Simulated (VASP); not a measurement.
# BaO (rock salt type) (Fm-3m) in VASP: further runs, part 2 of 2

VASP 6.6.1.

## 3. Single point, PBE

Input file INCAR:

```
PREC = Accurate ; ENCUT = 600
EDIFF = 1E-6 ; ISMEAR = -1
SIGMA = 0.06122561905347299 ; LREAL = F
LASPH = T ; NELM = 120
ALGO = Normal ; ISIF = 2
LWAVE = F ; LCHARG = F
GGA = PE ; NBANDS = 15
GGA_COMPAT = F
```

Input file KPOINTS:

```
Automatic mesh
0
Gamma
  17 17 17
```

Input file POSCAR:

```
BaO
1.0
    0.0000000000      2.7297560755      2.7297560755
    2.7297560755      0.0000000000      2.7297560755
    2.7297560755      2.7297560755      0.0000000000
Ba O
1 1
Direct
    0.0000000000      0.0000000000      0.0000000000
    0.5000000000      0.5000000000      0.5000000000
```

Potentials or basis: VASP PAW PBE potentials, release 64 (Ba_sv, O).

Started as:

```console
$ cat potpaw_PBE.64/Ba_sv/POTCAR potpaw_PBE.64/O/POTCAR > POTCAR
$ mpirun -np 1 vasp_std > vasp.out
```

OUTCAR:

```text
PREC = Accurate
   ENCUT = 600
   EDIFF = 1E-6
   ISMEAR = -1
   LREAL = F
   LASPH = T
   NELM = 120
   ISIF = 2
   GGA = PE

 ion  position               nearest neighbor table
   1  0.000  0.000  0.000-   2 2.73   2 2.73   2 2.73   2 2.73   2 2.73   2 2.73
   2  0.500  0.500  0.500-   1 2.73   1 2.73   1 2.73   1 2.73   1 2.73   1 2.73

  LATTYP: Found a face centered cubic cell.
 ALAT       =     5.4595121510

  Lattice vectors:

 A1 = (   0.0000000000,   2.7297560755,   2.7297560755)
 A2 = (   2.7297560755,   0.0000000000,   2.7297560755)
 A3 = (   2.7297560755,   2.7297560755,   0.0000000000)

Analysis of symmetry for initial positions (statically):
=====================================================================
 Subroutine PRICEL returns:
 Original cell was already a primitive cell.

 Routine SETGRP: Setting up the symmetry group for a
 face centered cubic supercell.

 Subroutine GETGRP returns: Found 48 space group operations
 (whereof 48 operations were pure point group operations)
 out of a pool of 48 trial point group operations.

The static configuration has the point symmetry O_h .

Analysis of symmetry for dynamics (positions and initial velocities):
=====================================================================
 Subroutine PRICEL returns:
 Original cell was already a primitive cell.

 Routine SETGRP: Setting up the symmetry group for a
 face centered cubic supercell.

 Subroutine GETGRP returns: Found 48 space group operations
 (whereof 48 operations were pure point group operations)
 out of a pool of 48 trial point group operations.

The dynamic configuration has the point symmetry O_h .

 Subroutine INISYM returns: Found 48 space group operations
 (whereof 48 operations are pure point group operations),
 and found     1 'primitive' translations

----------------------------------------------------------------------------------------

                                     Primitive cell

  volume of cell :      40.6819
[... 112 lines left out ...]
  Thomas-Fermi vector in A             =   2.335309
   LORBIT       =      0    0 simple, 1 ext, 2 COOP (PROOUT), +10 PAW based schemes
   GGA     = PE    functional components
   LHFCALC =     F    Hartree Fock is set to
   AEXX    =    0.0000 exact exchange contribution
   IVDW    =     0    specifies the selected vdW correction
   LEPSILON=     F    determine dielectric tensor
   LRPA    =     F    only Hartree local field effects (RPA)
 non-spin polarized calculation
  energy-cutoff  :      600.00
  volume of cell :       40.68
 maximum number of plane-waves:      1377
   NGX = 15   NGY = 15   NGZ = 15

 number of electron      15.9999998 magnetization

 Free energy of the ion-electron system (eV)
  ---------------------------------------------------
  ext. energy  EPLUGINS =         0.00000000
  ---------------------------------------------------
  free energy    TOTEN  =       -11.73814694 eV

  energy without entropy =      -11.73814694  energy(sigma->0) =      -11.73814694

 E-fermi :   3.1601     XC(G=0):  -9.8217

 val. band max:        2.1844969613   @ k =  -0.4706   0.4706   0.0000
 cond. band min:       4.0249914278   @ k =   0.4706   0.4706   0.0000
 fundamental gap:      1.8404944665
 Fermi energy:         3.1601292024

 k-point     1 :       0.0000    0.0000    0.0000
  band No.  band energies     occupation
      1     -23.7390      2.00000
      2     -12.9602      2.00000
      3      -8.1592      2.00000
      4      -8.1592      2.00000
      5      -8.1592      2.00000
      6       1.7314      2.00000
      7       1.7314      2.00000
      8       1.7314      2.00000
      9       5.9226      0.00000
     10       6.8397      0.00000
     11       6.8397      0.00000
     12       6.8397      0.00000
     13       9.2174      0.00000
     14       9.2174      0.00000
[... 401 lines left out ...]
      2     -13.1256      2.00000
      3      -8.2603      2.00000
      4      -8.1795      2.00000
      5      -8.1567      2.00000
      6       1.2073      2.00000
      7       1.3478      2.00000
      8       1.6449      2.00000
      9       6.5551      0.00000
     10       6.7919      0.00000
     11       7.1444      0.00000
     12       7.5023      0.00000
     13       9.6855      0.00000
     14       9.9295      0.00000
     15      13.5434      0.00000

 [... further k-points ...]
[... 5 lines left out ...]
  --------------------------------------------------------------------------------------
  -------------------------------------------------------------------------------------
  Total        1.7521544      1.7521544      1.7521544     -0.0000000      0.0000000     -0.0000000
  in kB       69.0051393     69.0051393     69.0051393     -0.0000000      0.0000000     -0.0000000
  external PRESSURE =      69.0051393 kB  Pullay stress =       0.0000000 kB

 VOLUME and BASIS-vectors are now :
 -----------------------------------------------------------------------------
  energy-cutoff  :      600.00
  volume of cell :       40.68
      direct lattice vectors                 reciprocal lattice vectors
     0.000000000  2.729756076  2.729756076    -0.183166549  0.183166549  0.183166549
     2.729756076  0.000000000  2.729756076     0.183166549 -0.183166549  0.183166549
     2.729756076  2.729756076  0.000000000     0.183166549  0.183166549 -0.183166549

 POSITION                                       TOTAL-FORCE (eV/Angst)
 -----------------------------------------------------------------------------------
      0.00000      0.00000      0.00000        -0.000000     -0.000000     -0.000000
      2.72976      2.72976      2.72976         0.000000      0.000000      0.000000
 -----------------------------------------------------------------------------------
    total drift:                                0.000000     -0.000000      0.000000

  FREE ENERGIE OF THE ION-ELECTRON SYSTEM (eV)
  ---------------------------------------------------
  free  energy   TOTEN  =       -11.7381469444 eV

  energy  without entropy=      -11.7381469356  energy(sigma->0) =      -11.73814694
```

Wall time 84 s (1 thread of Intel Xeon Platinum 8259CL at 2.50GHz (Skylake/Cascade Lake), shared host); peak memory 0.27 GiB.

Results:

```yaml
Free_energy: -11.7381 eV
Pressure: 6.9 GPa
Band_gap_on_the_k_mesh: 1.84 eV (least direct gap 1.88 eV)
```

Levels at points of the mesh, in eV from the valence-band top:
```
           k point  band 6  band 7  band 8  band 9  band 10  band 11
(0.00, 0.00, 0.00)   -0.45   -0.45   -0.45    3.74     4.66     4.66
```

Caveat: the cell stands under pressure; spin-orbit coupling is left out, which moves the levels of the heavy elements; an odd mesh through Γ misses points on the zone boundary, where band edges can lie.

## 4. Single point, PBE

This run uses another cell than the first one, of 20.77 Å³/atom.

Input file INCAR:

```
PREC     = Accurate       # precision mode
ENCUT    = 600            # plane-wave cutoff, eV
EDIFF    = 1E-6           # SCF threshold, eV
ISMEAR   = -1             # smearing method
SIGMA    = 0.06122561905347299 # smearing width, eV
LREAL    = F              # projectors in reciprocal space
LASPH    = T              # aspherical terms in the spheres
NELM     = 120            # most SCF steps
ALGO     = Normal         # electronic algorithm
ISIF     = 2              # what is computed and relaxed
LWAVE    = F              # write WAVECAR
LCHARG   = F              # write CHGCAR
GGA      = PE             # functional
NBANDS   = 15             # bands
GGA_COMPAT= F
```

KPOINTS is that of step 3.

Input file POSCAR:

```
BaO
1.0
    0.0000000000      2.7489803432      2.7489803432
    2.7489803432      0.0000000000      2.7489803432
    2.7489803432      2.7489803432      0.0000000000
Ba O
1 1
Direct
    0.0000000000      0.0000000000      0.0000000000
    0.5000000000      0.5000000000      0.5000000000
```

Potentials or basis: VASP PAW PBE potentials, release 64 (Ba_sv, O).

Started as:

```console
$ cat potpaw_PBE.64/Ba_sv/POTCAR potpaw_PBE.64/O/POTCAR > POTCAR
$ mpirun -np 1 vasp_std > vasp.out
```

OUTCAR:

```text
PREC = Accurate
   ENCUT = 600
   EDIFF = 1E-6
   ISMEAR = -1
   LREAL = F
   LASPH = T
   NELM = 120
   ISIF = 2
   GGA = PE

 ion  position               nearest neighbor table
   1  0.000  0.000  0.000-   2 2.75   2 2.75   2 2.75   2 2.75   2 2.75   2 2.75
   2  0.500  0.500  0.500-   1 2.75   1 2.75   1 2.75   1 2.75   1 2.75   1 2.75

  LATTYP: Found a face centered cubic cell.
 ALAT       =     5.4979606864

  Lattice vectors:

 A1 = (   0.0000000000,   2.7489803432,   2.7489803432)
 A2 = (   2.7489803432,   0.0000000000,   2.7489803432)
 A3 = (   2.7489803432,   2.7489803432,   0.0000000000)

Analysis of symmetry for initial positions (statically):
=====================================================================
 Subroutine PRICEL returns:
 Original cell was already a primitive cell.

 Routine SETGRP: Setting up the symmetry group for a
 face centered cubic supercell.

 Subroutine GETGRP returns: Found 48 space group operations
 (whereof 48 operations were pure point group operations)
 out of a pool of 48 trial point group operations.

The static configuration has the point symmetry O_h .

[... 165 lines left out ...]

 k-point     1 :       0.0000    0.0000    0.0000
  band No.  band energies     occupation
      1     -23.8827      2.00000
      2     -13.0503      2.00000
      3      -8.3494      2.00000
      4      -8.3494      2.00000
      5      -8.3494      2.00000
      6       1.6338      2.00000
      7       1.6338      2.00000
      8       1.6338      2.00000
      9       5.6758      0.00000
     10       6.7026      0.00000
     11       6.7026      0.00000
     12       6.7026      0.00000
     13       9.0255      0.00000
     14       9.0255      0.00000
[... 401 lines left out ...]
      2     -13.2040      2.00000
      3      -8.4442      2.00000
      4      -8.3705      2.00000
      5      -8.3481      2.00000
      6       1.1203      2.00000
      7       1.2664      2.00000
      8       1.5476      2.00000
      9       6.4062      0.00000
     10       6.5546      0.00000
     11       7.0009      0.00000
     12       7.3437      0.00000
     13       9.4774      0.00000
     14       9.7113      0.00000
     15      13.3485      0.00000

 [... further k-points ...]
[... 5 lines left out ...]
  --------------------------------------------------------------------------------------
  -------------------------------------------------------------------------------------
  Total        1.2725256      1.2725256      1.2725256      0.0000000     -0.0000000      0.0000000
  in kB       49.0718269     49.0718269     49.0718269      0.0000000     -0.0000000      0.0000000
  external PRESSURE =      49.0718269 kB  Pullay stress =       0.0000000 kB

 VOLUME and BASIS-vectors are now :
 -----------------------------------------------------------------------------
  energy-cutoff  :      600.00
  volume of cell :       41.55
      direct lattice vectors                 reciprocal lattice vectors
     0.000000000  2.748980343  2.748980343    -0.181885622  0.181885622  0.181885622
     2.748980343  0.000000000  2.748980343     0.181885622 -0.181885622  0.181885622
     2.748980343  2.748980343  0.000000000     0.181885622  0.181885622 -0.181885622

 POSITION                                       TOTAL-FORCE (eV/Angst)
 -----------------------------------------------------------------------------------
      0.00000      0.00000      0.00000         0.000000      0.000000      0.000000
      2.74898      2.74898      2.74898        -0.000000     -0.000000     -0.000000
 -----------------------------------------------------------------------------------
    total drift:                                0.000000     -0.000000      0.000000

  FREE ENERGIE OF THE ION-ELECTRON SYSTEM (eV)
  ---------------------------------------------------
  free  energy   TOTEN  =       -11.7707503434 eV

  energy  without entropy=      -11.7707503382  energy(sigma->0) =      -11.77075034
```

stdout:

```text
POSCAR found type information on POSCAR BaO
 POSCAR found :  2 types and       2 ions
 scaLAPACK will be used
 LDA part: xc-table for (Slater+PW92), standard interpolation
 POSCAR, INCAR and KPOINTS ok, starting setup
 FFT: planning ... GRIDC
 FFT: planning ... GRID_SOFT
 FFT: planning ... GRID
 WAVECAR not read
 entering main loop
```

It took 77 s on 1 thread of Intel Xeon Platinum 8259CL at 2.50GHz (Skylake/Cascade Lake), shared host; peak memory 0.27 GiB.

What came out:

* Free energy: -11.7708 eV
* Pressure: 4.9 GPa
* Band gap on the k mesh: 1.92 eV (least direct gap 1.95 eV)

Caveat: the cell stands under pressure; spin-orbit coupling is left out, which moves the levels of the heavy elements; an odd mesh through Γ misses points on the zone boundary, where band edges can lie.
